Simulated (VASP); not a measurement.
# Be2RuAu2 (I4/mmm) in VASP: a series of runs

Be2RuAu2 is run at these levels: PBE; tasks: single point, relaxation of cell and atoms.

All numbers are computed with VASP 6.6.1; they aren't measurements. Logs are shortened: lines on timing, memory, paths and dates and some standing lists are left out, and cuts for length are marked.

### Step 1. The cell of the first run

It takes space group I4/mmm (No. 139, tetragonal). Conventional cell: a = 3.077 Å, b = 3.077 Å, c = 14.418 Å, α = 90.00°, β = 90.00°, γ = 90.00°. Within 2.9 Å of Be (site symmetry -4m2) lie 4 Be at 2.18 Å and 4 Au at 2.35 Å. Ru (site symmetry 4/mmm) has 8 Au at 2.84 Å and 4 Ru at 3.08 Å within 3.7 Å. Within 3.1 Å of Au (site symmetry 4mm) lie 4 Be at 2.35 Å and 4 Ru at 2.84 Å and 4 Au at 3.08 Å.

### Step 2. Single point, PBE

Input file INCAR:

```
PREC     = Accurate       # precision mode
ENCUT    = 520            # plane-wave cutoff, eV
EDIFF    = 1E-6           # SCF threshold, eV
ISMEAR   = 0              # smearing method
SIGMA    = 0.1            # smearing width, eV
LREAL    = F              # projectors in reciprocal space
LASPH    = T              # aspherical terms in the spheres
NELM     = 60             # most SCF steps
ALGO     = Fast           # electronic algorithm
ISIF     = 2              # what is computed and relaxed
LWAVE    = F              # write WAVECAR
LCHARG   = T              # write CHGCAR
GGA      = PE             # functional
LELF     = T              # ELF
LVHAR    = T            
NBANDS   = 28             # bands
```

Input file KPOINTS:

```
regular mesh
0
Gamma
  6 6 6
```

Input file POSCAR:

```
Be2RuAu2
1.0
   -1.5384093698      1.5384093698      7.2090813922
    1.5384093698     -1.5384093698      7.2090813922
    1.5384093698      1.5384093698     -7.2090813922
Be Ru Au
2 1 2
Direct
    0.2500000000      0.7500000000      0.5000000000
    0.7500000000      0.2500000000      0.5000000000
    0.0000000000      0.0000000000      0.0000000000
    0.6268347356      0.6268347356      0.0000000000
    0.3731652644      0.3731652644      0.0000000000
```

Potentials or basis: VASP PAW PBE potentials, release 64 (Be, Ru_pv, Au).

Started as:

```
$ cat potpaw_PBE.64/Be/POTCAR potpaw_PBE.64/Ru_pv/POTCAR potpaw_PBE.64/Au/POTCAR > POTCAR
$ mpirun -np 1 vasp_std > vasp.out
```

OUTCAR:

```text
PREC = Accurate
   ENCUT = 520
   EDIFF = 1E-6
   ISMEAR = 0
   LREAL = F
   LASPH = T
   NELM = 60
   ISIF = 2
   GGA = PE

 ion  position               nearest neighbor table
   1  0.250  0.750  0.500-   2 2.18   2 2.18   2 2.18   2 2.18   5 2.35   4 2.35   4 2.35   5 2.35

   2  0.750  0.250  0.500-   1 2.18   1 2.18   1 2.18   1 2.18   5 2.35   4 2.35   4 2.35   5 2.35

   3  0.000  0.000  0.000-   4 2.84   4 2.84   4 2.84   5 2.84   4 2.84   5 2.84   5 2.84   5 2.84

   4  0.627  0.627  0.000-   1 2.35   2 2.35   1 2.35   2 2.35   3 2.84   3 2.84   3 2.84   3 2.84

   5  0.373  0.373  0.000-   1 2.35   2 2.35   1 2.35   2 2.35   3 2.84   3 2.84   3 2.84   3 2.84

  LATTYP: Found a body centered tetragonal cell.
 ALAT       =     3.0768187396
 C/A-ratio  =     4.6860618076

  Lattice vectors:

 A1 = (  -1.5384093698,   1.5384093698,   7.2090813922)
 A2 = (   1.5384093698,  -1.5384093698,   7.2090813922)
 A3 = (   1.5384093698,   1.5384093698,  -7.2090813922)

Analysis of symmetry for initial positions (statically):
=====================================================================
 Subroutine PRICEL returns:
 Original cell was already a primitive cell.

 Routine SETGRP: Setting up the symmetry group for a
 body centered tetragonal supercell.

 Subroutine GETGRP returns: Found 16 space group operations
 (whereof 16 operations were pure point group operations)
 out of a pool of 16 trial point group operations.

The static configuration has the point symmetry D_4h.

Analysis of symmetry for dynamics (positions and initial velocities):
=====================================================================
 Subroutine PRICEL returns:
 Original cell was already a primitive cell.

 Routine SETGRP: Setting up the symmetry group for a
 body centered tetragonal supercell.

 Subroutine GETGRP returns: Found 16 space group operations
 (whereof 16 operations were pure point group operations)
 out of a pool of 16 trial point group operations.

The dynamic configuration has the point symmetry D_4h.

 Subroutine INISYM returns: Found 16 space group operations
 (whereof 16 operations are pure point group operations),
 and found     1 'primitive' translations

----------------------------------------------------------------------------------------

                                     Primitive cell

  volume of cell :      68.2470

  direct lattice vectors                    reciprocal lattice vectors
    -1.538409370  1.538409370  7.209081392     0.000000000  0.325011021  0.069356964
     1.538409370 -1.538409370  7.209081392     0.325011021  0.000000000  0.069356964
     1.538409370  1.538409370 -7.209081392     0.325011021  0.325011021  0.000000000

  length of vectors
     7.530223190  7.530223190  7.530223190     0.332328982  0.332328982  0.459634994

  position of ions in fractional coordinates (direct lattice)
     0.250000000  0.750000000  0.500000000
     0.750000000  0.250000000  0.500000000
     0.000000000  0.000000000  0.000000000
     0.626834736  0.626834736  0.000000000
     0.373165264  0.373165264  0.000000000

  ion indices of the primitive-cell ions
   primitive index   ion index
                 1           1
                 2           2
                 3           3
                 4           4
                 5           5

----------------------------------------------------------------------------------------

 KPOINTS: regular mesh

Automatic generation of k-mesh.
 Grid dimensions read from file:
 generate k-points for:    6    6    6

 Generating k-lattice:

  Cartesian coordinates                     Fractional coordinates (reciprocal lattice)
     0.000000000  0.054168504  0.011559494     0.166666667  0.000000000  0.000000000
     0.054168504  0.000000000  0.011559494     0.000000000  0.166666667  0.000000000
     0.054168504  0.054168504  0.000000000     0.000000000  0.000000000  0.166666667

  Length of vectors
     0.055388164  0.055388164  0.076605832

  Shift w.r.t. Gamma in fractional coordinates (k-lattice)
     0.000000000  0.000000000  0.000000000

 Subroutine IBZKPT returns following result:
 ===========================================

 Found     30 irreducible k-points:

 Following reciprocal coordinates:
            Coordinates               Weight
  0.000000  0.000000  0.000000      1.000000
  0.166667  0.000000  0.000000      8.000000
  0.333333  0.000000 -0.000000      8.000000
  0.500000  0.000000 -0.000000      4.000000
  0.166667  0.166667 -0.000000      8.000000
  0.333333  0.166667 -0.000000     16.000000
[... 16 lines left out ...]
 -0.333333 -0.333333  0.166667      8.000000
 -0.166667 -0.333333  0.166667      8.000000
 [... further k-points ...]
   k-points           NKPTS =     30   k-points in BZ     NKDIM =     30   number of bands    NBANDS=     28
   number of dos      NEDOS =    301   number of ions     NIONS =      5
   total plane-waves  NPLWV = 175616
[... 60 lines left out ...]
  free energy    TOTEN  =       -21.89750767 eV

  energy without entropy =      -21.86996579  energy(sigma->0) =      -21.88373673

 E-fermi :   8.4381     XC(G=0): -12.0812

 val. band max:        8.4293657790   @ k =  -0.1667  -0.3333   0.1667
 cond. band min:       8.4527032298   @ k =  -0.3333   0.5000   0.3333
 fundamental gap:      0.0233374507
 Fermi energy:         8.4381020132

 k-point     1 :       0.0000    0.0000    0.0000
  band No.  band energies     occupation
      1     -33.5743      2.00000
      2     -33.5743      2.00000
      3     -33.5636      2.00000
      4      -1.2349      2.00000
      5       1.2720      2.00000
      6       2.3346      2.00000
[... 20 lines left out ...]
     27      18.0308      0.00000
     28      18.4776      0.00000

 k-point     2 :       0.1667    0.0000    0.0000
  band No.  band energies     occupation
      1     -33.6091      2.00000
      2     -33.5715      2.00000
      3     -33.5601      2.00000
      4      -0.8267      2.00000
      5       1.5861      2.00000
      6       2.4780      2.00000
[... 20 lines left out ...]
     27      18.5977      0.00000
     28      18.8767      0.00000

 k-point     3 :       0.3333    0.0000   -0.0000
  band No.  band energies     occupation
      1     -33.6782      2.00000
      2     -33.5658      2.00000
      3     -33.5531      2.00000
      4       0.1561      2.00000
      5       1.9552      2.00000
      6       2.1566      2.00000
[... 20 lines left out ...]
     27      17.5953      0.00000
     28      17.6833      0.00000

 k-point     4 :       0.5000    0.0000   -0.0000
  band No.  band energies     occupation
      1     -33.7124      2.00000
      2     -33.5629      2.00000
      3     -33.5496      2.00000
      4       1.1636      2.00000
      5       1.1885      2.00000
      6       2.1816      2.00000
[... 20 lines left out ...]
     27      15.1331      0.00000
     28      16.3256      0.00000

 k-point     5 :       0.1667    0.1667   -0.0000
  band No.  band energies     occupation
      1     -33.6067      2.00000
      2     -33.6054      2.00000
      3     -33.5567      2.00000
      4      -0.4295      2.00000
      5       1.9456      2.00000
      6       2.7391      2.00000
[... 20 lines left out ...]
     27      18.0270      0.00000
     28      19.2878      0.00000

 k-point     6 :       0.3333    0.1667   -0.0000
  band No.  band energies     occupation
      1     -33.6747      2.00000
      2     -33.6000      2.00000
      3     -33.5499      2.00000
      4       0.4654      2.00000
      5       2.1569      2.00000
      6       2.5863      2.00000
[... 463 lines left out ...]
      5       2.0359      2.00000
      6       2.5842      2.00000
[... 20 lines left out ...]
     27      16.0478      0.00000
     28      17.8506      0.00000

 k-point    22 :      -0.1667    0.5000    0.1667
  band No.  band energies     occupation
      1     -33.6782      2.00000
      2     -33.5658      2.00000
      3     -33.5531      2.00000
      4       0.2017      2.00000
      5       1.7863      2.00000
      6       2.1744      2.00000
[... 20 lines left out ...]
     27      17.6427      0.00000
     28      18.7526      0.00000

 k-point    23 :      -0.3333   -0.3333    0.1667
  band No.  band energies     occupation
      1     -33.6067      2.00000
      2     -33.6054      2.00000
      3     -33.5567      2.00000
      4      -0.3192      2.00000
      5       1.6164      2.00000
      6       2.5911      2.00000
[... 20 lines left out ...]
     27      18.2608      0.00000
     28      18.6654      0.00000

 k-point    24 :      -0.1667   -0.3333    0.1667
  band No.  band energies     occupation
      1     -33.6091      2.00000
      2     -33.5715      2.00000
      3     -33.5601      2.00000
      4      -0.7252      2.00000
      5       1.2696      2.00000
      6       2.5364      2.00000
[... 20 lines left out ...]
     27      18.3230      0.00000
     28      19.3121      0.00000

 [... further k-points ...]
[... 5 lines left out ...]
  --------------------------------------------------------------------------------------
  -------------------------------------------------------------------------------------
  Total        0.0421504      0.0421504      0.0936879      0.0000000     -0.0000000      0.0000000
  in kB        0.9895287      0.9895287      2.1994317      0.0000000     -0.0000000      0.0000000
  external PRESSURE =       1.3928297 kB  Pullay stress =       0.0000000 kB

 VOLUME and BASIS-vectors are now :
 -----------------------------------------------------------------------------
  energy-cutoff  :      520.00
  volume of cell :       68.25
      direct lattice vectors                 reciprocal lattice vectors
    -1.538409370  1.538409370  7.209081392     0.000000000  0.325011021  0.069356964
     1.538409370 -1.538409370  7.209081392     0.325011021  0.000000000  0.069356964
     1.538409370  1.538409370 -7.209081392     0.325011021  0.325011021  0.000000000

 POSITION                                       TOTAL-FORCE (eV/Angst)
 -----------------------------------------------------------------------------------
      1.53841      0.00000      3.60454         0.000000      0.000000      0.000000
      0.00000      1.53841      3.60454         0.000000      0.000000      0.000000
      0.00000      0.00000      0.00000         0.000000      0.000000      0.000000
      0.00000      0.00000      9.03781        -0.000000     -0.000000     -0.036505
      0.00000      0.00000      5.38036        -0.000000     -0.000000      0.036505
 -----------------------------------------------------------------------------------
    total drift:                                0.000000      0.000000     -0.000000

  FREE ENERGIE OF THE ION-ELECTRON SYSTEM (eV)
  ---------------------------------------------------
  free  energy   TOTEN  =       -21.8975076701 eV

  energy  without entropy=      -21.8699657887  energy(sigma->0) =      -21.88373673
```

It took 2.7 min on 1 thread of Intel Xeon Platinum 8488C (Sapphire Rapids), shared host; peak memory 0.41 GiB.

Results:

```yaml
Free_energy: -21.8975 eV
Pressure: 0.1 GPa
Largest_force: 0.037 eV/Å
Band_gap_on_the_k_mesh: zero (band 20 reaches 8.82 eV, above the bottom of band 21 at 8.20 eV)
```

Forces in eV/Å, atoms in the order of the input:
```
Be   0.000  0.000  0.000
Be   0.000  0.000  0.000
Ru   0.000  0.000  0.000
Au   0.000  0.000 -0.037
Au   0.000  0.000  0.037
```

Caveat: the k points lie up to 0.48 Å⁻¹ apart; spin-orbit coupling is left out, which moves the levels of the heavy elements.

### Step 3. Relaxation of cell and atoms, PBE

This run uses another cell than the first one, of 12.73 Å³/atom, 0.933 times its volume.

Input file INCAR:

```
PREC = Accurate
ENCUT = 600
EDIFF = 1E-7
ISMEAR = 0
SIGMA = 0.1
LREAL = False
LASPH = True
NELM = 60
ALGO = Normal
ISIF = 3
LWAVE = False
LCHARG = False
GGA = PE
IBRION = 2
NSW = 90
EDIFFG = -0.04
```

Input file KPOINTS:

```
Automatic mesh
0
Gamma
  6 6 6
```

Input file POSCAR:

```
Be2RuAu2
1.0
   -1.8236663137      1.8236663137      4.7848670606
    1.8236663137     -1.8236663137      4.7848670606
    1.8236663137      1.8236663137     -4.7848670606
Be Ru Au
2 1 2
Direct
    0.2500000000      0.7500000000      0.5000000000
    0.7500000000      0.2500000000      0.5000000000
    0.0000000000      0.0000000000      0.0000000000
    0.6260000000      0.6260000000      0.0000000000
    0.3740000000      0.3740000000      0.0000000000
```

Potentials or basis: VASP PAW PBE potentials, release 64 (Be, Ru_pv, Au).

Started as:

```
$ cat potpaw_PBE.64/Be/POTCAR potpaw_PBE.64/Ru_pv/POTCAR potpaw_PBE.64/Au/POTCAR > POTCAR
$ mpirun -np 1 vasp_std > vasp.out
```

Wall time 36 min (1 thread of Intel Xeon Platinum 8488C (Sapphire Rapids), shared host); peak memory 0.42 GiB.

Results (log left out):

- Free energy: -21.8652 eV
- Relaxed volume: 13.63 Å³/atom
- Relaxed cell: a = 7.516 Å, b = 7.516 Å, c = 7.516 Å, α = 156.37°, β = 156.37°, γ = 33.66°
- Space group after relaxing (to 0.05 Å): I4/mmm (No. 139)
- Energy gained by relaxing: 244.1 meV/atom
- Ionic steps: 38
- Pressure after relaxing: 0.2 GPa
- Largest force after relaxing: 0.020 eV/Å
- Band gap on the k mesh: zero (band 20 reaches 8.84 eV, above the bottom of band 21 at 8.22 eV)

Forces in eV/Å, atoms in the order of the input:
```
Be   0.000  0.000  0.000
Be   0.000  0.000  0.000
Ru   0.000  0.000  0.000
Au   0.000  0.000  0.020
Au   0.000  0.000 -0.020
```

Stress tensor (GPa, compression positive):
```
 0.35  0.00  0.00
 0.00  0.35  0.00
 0.00  0.00 -0.04
```

Step by step:
```
step  energy change (eV)  largest force (eV/Å)  pressure (GPa)  volume (Å³)
   1              0.0000                1.1801           24.81        63.65
   2             -0.0820                0.9939          -13.67        83.49
   3             -0.6688                0.7907           -0.51        72.55
   4             -0.6692                0.7746           -0.16        72.36
   5             -0.7418                0.2919           -1.34        72.77
   6             -0.8121                0.8898           -3.30        73.55
   7             -0.8415                0.9069           -3.15        73.34
   8             -0.9131                1.0183           -2.53        72.68
   9             -0.9771                1.4344           -0.58        71.18
  10             -1.0380                0.9208           -0.57        70.95
  11             -1.1033                0.0783            0.24        70.33
  12             -1.1043                0.1760            0.40        70.25
  13             -1.1044                0.2107            0.45        70.22
  14             -1.1106                0.1634            0.00        70.38
  15             -1.1225                0.0194           -1.29        70.84
  16             -1.1151                0.2986           -3.59        71.68
  17             -1.1245                0.0742           -2.02        71.10
  18             -1.1284                0.1006           -1.70        70.90
  19             -1.1354                0.1801           -0.82        70.36
  20             -1.1354                0.3830            1.16        69.26
  21             -1.1378                0.2765            0.15        69.81
  22             -1.1403                0.2328            0.26        69.74
  23             -1.1461                0.1065            0.62        69.53
  24             -1.1512                0.1527            1.49        69.10
  25             -1.1533                0.1680            1.26        69.19
  26             -1.1587                0.2137            0.61        69.44
  27             -1.1653                0.3072           -0.61        69.93
  28             -1.1593                0.5074           -2.75        70.82
  29             -1.1656                0.3713           -1.18        70.17
  30             -1.1703                0.3615           -1.35        70.18
  31             -1.1832                0.3447           -1.89        70.18
  32             -1.1963                0.3288           -2.76        70.04
  33             -1.2128                0.2642           -1.03        68.92
  34             -1.2154                0.2245           -0.01        68.31
  35             -1.2176                0.1590           -0.17        68.36
  36             -1.2197                0.0331           -0.62        68.51
  37             -1.2198                0.0013           -0.54        68.48
  38             -1.2204                0.0196            0.22        68.16
```

Final structure:
```cif
data_structure
_symmetry_space_group_name_H-M 'P 1'
_symmetry_Int_Tables_number 1
_cell_length_a 7.5164
_cell_length_b 7.5164
_cell_length_c 7.5164
_cell_angle_alpha 156.371
_cell_angle_beta 156.371
_cell_angle_gamma 33.662
_cell_volume 68.16
loop_
_atom_site_label
_atom_site_type_symbol
_atom_site_fract_x
_atom_site_fract_y
_atom_site_fract_z
_atom_site_occupancy
Be1 Be 0.25000 0.75000 0.50000 1
Be2 Be 0.75000 0.25000 0.50000 1
Ru1 Ru 0.00000 0.00000 0.00000 1
Au1 Au 0.62646 0.62646 0.00000 1
Au2 Au 0.37354 0.37354 0.00000 1
```

Levels at points of the mesh, in eV from the Fermi level:
| k point | band 17 | band 18 | band 19 | band 20 | band 21 | band 22 | band 23 | band 24 |
| --- | --- | --- | --- | --- | --- | --- | --- | --- |
| (0.00, 0.00, 0.00) | -2.09 | -0.44 | -0.35 | -0.35 | 0.45 | 2.00 | 3.53 | 3.53 |
| (0.50, 0.00, 0.00) | -1.62 | -1.33 | -1.20 | -0.31 | 0.08 | 0.34 | 1.49 | 4.74 |
| (0.50, 0.50, 0.00) | -1.10 | -1.07 | -0.17 | 0.38 | 0.73 | 1.23 | 2.95 | 4.10 |
| (0.50, 0.50, 0.50) | -2.08 | -0.36 | -0.08 | -0.08 | -0.02 | 0.45 | 2.98 | 2.98 |

Caveat: the k points lie up to 0.48 Å⁻¹ apart in the final cell; spin-orbit coupling is left out, which moves the levels of the heavy elements.
